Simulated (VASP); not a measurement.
# Ta2N in VASP: notebook

Ta2N is run at these levels: PBEsol; tasks: single point.

Program: VASP 6.6.1. These are calculated values, not measurements. Logs are shortened: lines on timing, memory, paths and dates and some standing lists are left out, and cuts for length are marked.

### Step 1. The cell of the first run

It takes space group P-3m1 (No. 164, trigonal). Conventional cell: a = 3.081 Å, b = 3.081 Å, c = 4.821 Å, α = 90.00°, β = 90.00°, γ = 120.00°. Within 3.1 Å of Ta (site symmetry 3m) lie 3 N at 2.16 Å and 12 Ta at 2.96 to 3.08 Å. Within 2.9 Å of N (site symmetry -3m) lie 6 Ta at 2.16 Å.

### Step 2. Single point, PBEsol

INCAR reads:

```
ALGO     = Normal         # electronic algorithm
EDIFF    = 1E-6           # SCF threshold, eV
ENCUT    = 520            # plane-wave cutoff, eV
GGA      = PS             # functional
ISIF     = 2              # what is computed and relaxed
ISMEAR   = -1             # smearing method
LASPH    = True           # aspherical terms in the spheres
LCHARG   = False          # write CHGCAR
LREAL    = False          # projectors in reciprocal space
LWAVE    = False          # write WAVECAR
NBANDS   = 20             # bands
NELM     = 60             # most SCF steps
PREC     = Accurate       # precision mode
SIGMA    = 0.02           # smearing width, eV
```

KPOINTS reads:

```
k-points
0
Gamma
  15 15 9
```

POSCAR reads:

```
Ta2N
1.0
    3.0814163106      0.0000000000      0.0000000000
   -1.5407081553      2.6685848045      0.0000000000
    0.0000000000      0.0000000000      4.8206473235
Ta N
2 1
Direct
    0.3333333333      0.6666666667      0.2547110000
    0.6666666667      0.3333333333      0.7452890000
    0.0000000000      0.0000000000      0.0000000000
```

Potentials or basis: VASP PAW PBE potentials, release 64 (Ta_pv, N).

The run is started by

```
cat potpaw_PBE.64/Ta_pv/POTCAR potpaw_PBE.64/N/POTCAR > POTCAR
mpirun -np 1 vasp_std > vasp.out
```

OUTCAR:

```text
EDIFF = 1E-6
   ENCUT = 520
   GGA = PS
   ISIF = 2
   ISMEAR = -1
   LASPH = True
   LREAL = False
   NELM = 60
   PREC = Accurate

 ion  position               nearest neighbor table
   1  0.333  0.667  0.255-   3 2.16   3 2.16   3 2.16   2 2.96   2 2.96   2 2.96   2 3.03   2 3.03
                             2 3.03
   2  0.667  0.333  0.745-   3 2.16   3 2.16   3 2.16   1 2.96   1 2.96   1 2.96   1 3.03   1 3.03
                             1 3.03
   3  0.000  0.000  0.000-   1 2.16   2 2.16   1 2.16   2 2.16   2 2.16   1 2.16

  LATTYP: Found a hexagonal cell.
 ALAT       =     3.0814163106
 C/A-ratio  =     1.5644258476

  Lattice vectors:

 A1 = (   3.0814163106,   0.0000000000,   0.0000000000)
 A2 = (  -1.5407081553,   2.6685848045,   0.0000000000)
 A3 = (   0.0000000000,   0.0000000000,   4.8206473235)

Analysis of symmetry for initial positions (statically):
=====================================================================
 Subroutine PRICEL returns:
 Original cell was already a primitive cell.

 Routine SETGRP: Setting up the symmetry group for a
 hexagonal supercell.

 Subroutine GETGRP returns: Found 12 space group operations
 (whereof 12 operations were pure point group operations)
 out of a pool of 24 trial point group operations.

The static configuration has the point symmetry D_3d.

Analysis of symmetry for dynamics (positions and initial velocities):
=====================================================================
 Subroutine PRICEL returns:
 Original cell was already a primitive cell.

 Routine SETGRP: Setting up the symmetry group for a
 hexagonal supercell.

 Subroutine GETGRP returns: Found 12 space group operations
 (whereof 12 operations were pure point group operations)
 out of a pool of 24 trial point group operations.

The dynamic configuration has the point symmetry D_3d.

 Subroutine INISYM returns: Found 12 space group operations
 (whereof 12 operations are pure point group operations),
 and found     1 'primitive' translations

----------------------------------------------------------------------------------------

                                     Primitive cell

  volume of cell :      39.6403

  direct lattice vectors                    reciprocal lattice vectors
     3.081416311  0.000000000  0.000000000     0.324526094  0.187365228  0.000000000
    -1.540708155  2.668584805  0.000000000     0.000000000  0.374730456  0.000000000
     0.000000000  0.000000000  4.820647324     0.000000000  0.000000000  0.207441020

  length of vectors
     3.081416311  3.081416311  4.820647324     0.374730456  0.374730456  0.207441020

  position of ions in fractional coordinates (direct lattice)
     0.333333333  0.666666667  0.254711000
     0.666666667  0.333333333  0.745289000
     0.000000000  0.000000000  0.000000000

  ion indices of the primitive-cell ions
   primitive index   ion index
                 1           1
                 2           2
                 3           3

----------------------------------------------------------------------------------------

 KPOINTS: k-points

Automatic generation of k-mesh.
 Grid dimensions read from file:
 generate k-points for:   15   15    9

 Generating k-lattice:

  Cartesian coordinates                     Fractional coordinates (reciprocal lattice)
     0.021635073  0.012491015  0.000000000     0.066666667  0.000000000  0.000000000
     0.000000000  0.024982030  0.000000000     0.000000000  0.066666667  0.000000000
     0.000000000  0.000000000  0.023049002     0.000000000  0.000000000  0.111111111

  Length of vectors
     0.024982030  0.024982030  0.023049002

  Shift w.r.t. Gamma in fractional coordinates (k-lattice)
     0.000000000  0.000000000  0.000000000

 Subroutine IBZKPT returns following result:
 ===========================================

 Found    211 irreducible k-points:

 Following reciprocal coordinates:
            Coordinates               Weight
  0.000000  0.000000  0.000000      1.000000
  0.066667 -0.000000  0.000000      6.000000
  0.133333 -0.000000  0.000000      6.000000
  0.200000 -0.000000  0.000000      6.000000
  0.266667 -0.000000  0.000000      6.000000
  0.333333 -0.000000  0.000000      6.000000
[... 16 lines left out ...]
  0.333333  0.200000  0.000000     12.000000
  0.400000  0.200000  0.000000      6.000000
 [... further k-points ...]
   k-points           NKPTS =    211   k-points in BZ     NKDIM =    211   number of bands    NBANDS=     20
   number of dos      NEDOS =    301   number of ions     NIONS =      3
   total plane-waves  NPLWV =  20736
   dimension x,y,z NGX =    24 NGY =   24 NGZ =   36
   dimension x,y,z NGXF=    48 NGYF=   48 NGZF=   72
   ions per type =               2   1
   NGX,Y,Z   is equivalent  to a cutoff of  12.95, 12.95, 12.42 a.u.
   NGXF,Y,Z  is equivalent  to a cutoff of  25.90, 25.90, 24.83 a.u.
 SYSTEM =  unknown system
   PREC   = accura    normal or accurate (medium, high low for compatibility)
   ISTART =      0    job   : 0-new  1-cont  2-samecut
   ICHARG =      2    charge: 1-file 2-atom 10-const
   ISPIN  =      1    spin polarized calculation?
   LNONCOLLINEAR =      F non collinear calculations
   LSORBIT =      F    spin-orbit coupling
   LASPH  =      T    aspherical Exc in radial PAW
   ENCUT  =  520.0 eV  38.22 Ry    6.18 a.u.   5.73  5.73  8.96*2*pi/ulx,y,z
   NELM   =     60;   NELMIN=  2; NELMDL= -5     # of ELM steps
   EDIFF  = 0.1E-05   stopping-criterion for ELM
   LREAL  =      F    real-space projection
   EDIFFG = 0.1E-04   stopping-criterion for IOM
   NSW    =      0    number of steps for IOM
   IBRION =     -1    ionic relax: 0-MD 1-quasi-New 2-CG
   NFREE  =      0    steps in history (QN), initial steepest desc. (CG)
   ISIF   =      2    stress and relaxation
   ISYM   =      2    0-nonsym 1-usesym 2-fastsym
   POTIM  = 0.5000    time-step for ionic-motion
   TEBEG  =    0.0;   TEEND  =   0.0 temperature during run
   PSTRESS=    0.0 pullay stress
   NELECT =      27.0000    total number of electrons
   NUPDOWN=      -1.0000    fix difference up-down
   EMIN   =  10.00;   EMAX   =-10.00  energy-range for DOS
   EFERMI =   0.00;   METHOD = LEGACY
   ISMEAR =    -1;   SIGMA  =   0.02  broadening in eV -4-tet -1-fermi 0-gaus
   EFERMI_NEDOS =   21; number of points for ismear=-14 and -15
   IALGO  =     38    algorithm
   IMIX   =      4    mixing-type and parameters
     AMIX     =   0.40;   BMIX     =  1.00
     AMIX_MAG =   1.60;   BMIX_MAG =  1.00
  volume/ion in A,a.u.               =      13.21        89.17
  Fermi-wavevector in a.u.,A,eV,Ry     =   1.440402  2.721966 28.228811  2.074759
  Thomas-Fermi vector in A             =   2.559150
   LORBIT       =      0    0 simple, 1 ext, 2 COOP (PROOUT), +10 PAW based schemes
   GGA     = PS    functional components
   LHFCALC =     F    Hartree Fock is set to
   AEXX    =    0.0000 exact exchange contribution
   IVDW    =     0    specifies the selected vdW correction
   LEPSILON=     F    determine dielectric tensor
   LRPA    =     F    only Hartree local field effects (RPA)
 non-spin polarized calculation
  energy-cutoff  :      520.00
  volume of cell :       39.64
 maximum number of plane-waves:      1086
 NGX is ok and might be reduce to    24
   NGX = 11   NGY = 11   NGZ = 17

 number of electron      27.0000002 magnetization

 Free energy of the ion-electron system (eV)
  ---------------------------------------------------
  ext. energy  EPLUGINS =         0.00000000
  ---------------------------------------------------
  free energy    TOTEN  =       -36.49351268 eV

  energy without entropy =      -36.49209320  energy(sigma->0) =      -36.49280294

 E-fermi :   7.5545     XC(G=0): -13.1367

 val. band max:        7.5284533139   @ k =   0.3333   0.0667   0.4444
 cond. band min:       7.5551914585   @ k =   0.3333   0.2667   0.4444
 fundamental gap:      0.0267381446
 Fermi energy:         7.5544871929

 k-point     1 :       0.0000    0.0000    0.0000
  band No.  band energies     occupation
      1     -28.0574      2.00000
      2     -27.2485      2.00000
      3     -27.2485      2.00000
      4     -27.1097      2.00000
      5     -27.1097      2.00000
      6     -26.9852      2.00000
[... 12 lines left out ...]
     19       8.7852      0.00000
     20      12.7235      0.00000

 k-point     2 :       0.0667   -0.0000    0.0000
  band No.  band energies     occupation
      1     -28.0427      2.00000
      2     -27.2783      2.00000
      3     -27.2594      2.00000
      4     -27.1398      2.00000
      5     -27.1118      2.00000
      6     -26.9908      2.00000
[... 12 lines left out ...]
     19       9.1330      0.00000
     20      12.7623      0.00000

 k-point     3 :       0.1333   -0.0000    0.0000
  band No.  band energies     occupation
      1     -27.9997      2.00000
      2     -27.3629      2.00000
      3     -27.2890      2.00000
      4     -27.2227      2.00000
      5     -27.1192      2.00000
      6     -27.0081      2.00000
[... 12 lines left out ...]
     19      10.0980      0.00000
     20      12.6616      0.00000

 k-point     4 :       0.2000   -0.0000    0.0000
  band No.  band energies     occupation
      1     -27.9328      2.00000
      2     -27.4878      2.00000
      3     -27.3390      2.00000
      4     -27.3300      2.00000
      5     -27.1322      2.00000
      6     -27.0379      2.00000
[... 429 lines left out ...]
 k-point    23 :       0.3333    0.2000    0.0000
  band No.  band energies     occupation
      1     -27.8714      2.00000
      2     -27.6708      2.00000
      3     -27.5483      2.00000
      4     -27.5323      2.00000
      5     -27.3354      2.00000
      6     -27.2666      2.00000
[... 12 lines left out ...]
     19      12.3446      0.00000
     20      13.6526      0.00000

 k-point    24 :       0.4000    0.2000    0.0000
  band No.  band energies     occupation
      1     -27.8922      2.00000
      2     -27.6573      2.00000
      3     -27.5697      2.00000
      4     -27.5098      2.00000
      5     -27.3443      2.00000
      6     -27.2988      2.00000
[... 12 lines left out ...]
     19      12.0190      0.00000
     20      13.8850      0.00000

 [... further k-points ...]

------------------------ aborting loop because EDIFF is reached ----------------------------------------

  FORCE on cell =-STRESS in cart. coord.  units (eV):
  Direction    XX          YY          ZZ          XY          YZ          ZX
  --------------------------------------------------------------------------------------
  -------------------------------------------------------------------------------------
  Total       -0.1264788     -0.1264788      0.1945537      0.0000000      0.0000000      0.0000000
  in kB       -5.1120078     -5.1120078      7.8634541      0.0000000      0.0000000      0.0000000
  external PRESSURE =      -0.7868538 kB  Pullay stress =       0.0000000 kB

 VOLUME and BASIS-vectors are now :
 -----------------------------------------------------------------------------
  energy-cutoff  :      520.00
  volume of cell :       39.64
      direct lattice vectors                 reciprocal lattice vectors
     3.081416311  0.000000000  0.000000000     0.324526094  0.187365228  0.000000000
    -1.540708155  2.668584805  0.000000000     0.000000000  0.374730456  0.000000000
     0.000000000  0.000000000  4.820647324     0.000000000  0.000000000  0.207441020

 POSITION                                       TOTAL-FORCE (eV/Angst)
 -----------------------------------------------------------------------------------
     -0.00000      1.77906      1.22787         0.000000     -0.000000     -0.082432
      1.54071      0.88953      3.59278        -0.000000      0.000000      0.082432
      0.00000      0.00000      0.00000         0.000000      0.000000     -0.000000
 -----------------------------------------------------------------------------------
    total drift:                               -0.000000      0.000000      0.000000

  FREE ENERGIE OF THE ION-ELECTRON SYSTEM (eV)
  ---------------------------------------------------
  free  energy   TOTEN  =       -36.4935126790 eV

  energy  without entropy=      -36.4920932008  energy(sigma->0) =      -36.49280294
```

It took 2.7 min on 1 thread of Intel Xeon 8259CL, shared host; peak memory 0.27 GiB.

What came out:

| Quantity | Value |
| --- | --- |
| Free energy | -36.4935 eV |
| Pressure | -0.1 GPa |
| Largest force | 0.082 eV/Å |
| Band gap on the k mesh | zero (an odd number of electrons rules out a gap without spin polarisation) |

Forces in eV/Å, atoms in the order of the input:
```
Ta   0.000  0.000 -0.082
Ta   0.000  0.000  0.082
N    0.000  0.000  0.000
```

Caveat: the PAW data sets were made with another functional, which shifts forces and pressure a little; spin-orbit coupling is left out, which moves the levels of the heavy elements.

(Continued in part 2 of 3.)
